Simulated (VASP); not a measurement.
Runs of VASP 6.6.1 on Cu. The structure is that of space group Fm-3m (No. 225), or close to it. The cells are those of the table. 

| task | potentials or basis | cell | k mesh | cutoff (eV) | smearing | second run | gap on the mesh (eV) | pressure (GPa) | relaxed volume (Å³/atom) |
| --- | --- | --- | --- | --- | --- | --- | --- | --- | --- |
| single point | VASP PAW LDA potentials, release 64 (Cu) | a = 2.489 Å, angles 60.0°, 1 atom | 10 × 10 × 10 | 520 | gaussian 0.1 eV | - | none | 1.1 | - |
| relaxation of cell and atoms | VASP PAW LDA potentials, release 64 (Cu_sv_GW) | relaxed from a = 2.581 Å, angles 60.0°, 1 atom | 10 × 10 × 10 | 700 | gaussian 0.1 eV | valence_matched | none | -0.4 | 10.75 |
| relaxation of cell and atoms | VASP PAW LDA potentials, release 64 (Cu) | relaxed from a = 2.489 Å, angles 60.0°, 1 atom | 20 × 20 × 20 | 600 | gaussian 0.1 eV | - | none | 0.0 | 10.94 |
| single point | VASP PAW LDA potentials, release 64 (Cu) | a = 2.581 Å, angles 60.0°, 1 atom | 8 × 8 × 8 | 520 | gaussian 0.1 eV | - | none | -14.2 | - |
| single point | VASP PAW LDA potentials, release 64 (Cu) | a = 2.488 Å, angles 60.0°, 1 atom | 20 × 20 × 20 | 520 | gaussian 0.1 eV | - | none | 0.9 | - |
| single point | VASP PAW LDA potentials, release 64 (Cu) | a = 2.488 Å, angles 60.0°, 1 atom | 20 × 20 × 20 | 520 | fermi-dirac 0.15 eV | - | none | 0.9 | - |
| relaxation of cell and atoms | VASP PAW LDA potentials, release 64 (Cu) | relaxed from a = 2.581 Å, angles 60.0°, 1 atom | 10 × 10 × 10 | 600 | gaussian 0.1 eV | - | none | -0.1 | (b) |
| single point | VASP PAW LDA potentials, release 64 (Cu_sv_GW) | a = 2.489 Å, angles 60.0°, 1 atom | 10 × 10 × 10 | 700 | gaussian 0.1 eV | valence_matched | none | (a) | - |

Alike in all rows: level LDA; no spin polarisation.

Task: Estimate the missing entries.

Result: (a) -4.3; (b) 10.95.

Caveats: some runs use coarse meshes; the volume moved by -12 % from the deposited cell, more than functionals usually miss (some runs).

A gap of «none» marks levels without a gap at the run's occupations.

The runs don't all hold the same shells in valence.
